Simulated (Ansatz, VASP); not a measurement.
**One calculation of LiH, two programs**

```
Li H
1.0
     0.00000    2.00299    2.00299
     2.00299    0.00000    2.00299
     2.00299    2.00299    0.00000
Li H
1 1
Direct
  0.00000 0.00000 0.00000
  0.50000 0.50000 0.50000
```

Alike in both runs: task single point; functional PBEsol; k mesh 8 × 8 × 8; no spin polarisation.

|  | VASP | Ansatz |
| --- | --- | --- |
| version | VASP 6.6.1 | Ansatz 0.2.0 |
| potentials or method | VASP PAW PBE potentials, release 64 (Li_sv, H) | plane waves |
| plane-wave cutoff (eV) | 750 | 420 |
| occupations | methfessel-paxton of order 1, width 0.2 eV | cold, width 0.2 eV |
| valence electrons in the cell | 4 | 4 |

|  | VASP | Ansatz | Ansatz less VASP |
| --- | --- | --- | --- |
| gap on the k mesh at the Fermi level (eV) | 2.75 | 2.74 | -0.003 |
| pressure (GPa) | -0.8 | -0.7 | +0.10 |

VASP's potentials were made for PBE, not for PBEsol.
